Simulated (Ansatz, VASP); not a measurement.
One calculation of Sc3BN2, two programs

```xyz
6
Lattice="5.9433 0.0000 0.0000 -2.9717 5.1471 0.0000 0.0000 0.0000 3.8706" Properties=species:S:1:pos:R:3 pbc="T T T"
Sc    2.9717    0.0000    0.0000
Sc   -1.4858    2.5735    0.0000
Sc    1.4858    2.5735    0.0000
B     0.0000    0.0000    0.0000
N     0.0000    0.0000    1.3162
N     0.0000    0.0000    2.5544
```

Alike in both runs: functional PBE; k mesh 6 × 6 × 10; occupations gaussian, width 0.1 eV; no spin polarisation.

Ansatz relaxed the structure, and its values are those at the end. VASP's run is a single point on that final structure, the one shown.

|  | VASP | Ansatz |
| --- | --- | --- |
| version | VASP 6.6.1 | Ansatz 0.2.0 |
| potentials or method | VASP PAW PBE potentials, release 64 (Sc_sv, B, N), cutoff 520 eV | scalar-relativistic, plane waves, PAW |
| valence electrons in the cell | 46 | 46 |

Ansatz gave:

- gap on the k mesh at the Fermi level (eV): none
- pressure (GPa): 0.0
- rms of the force components (eV/Å): 0.002

Q: Estimate VASP's values.

A: gap on the k mesh at the Fermi level (eV): none; pressure (GPa): -0.1; rms of the force components (eV/Å): 0.055.

A gap of «none» marks a metal or a gap that the smearing closes. The functional is the same, so the differences come from potentials, cutoffs and numerics.

Noted on VASP's run: the standard files for N, O and F lose accuracy on very short bonds.
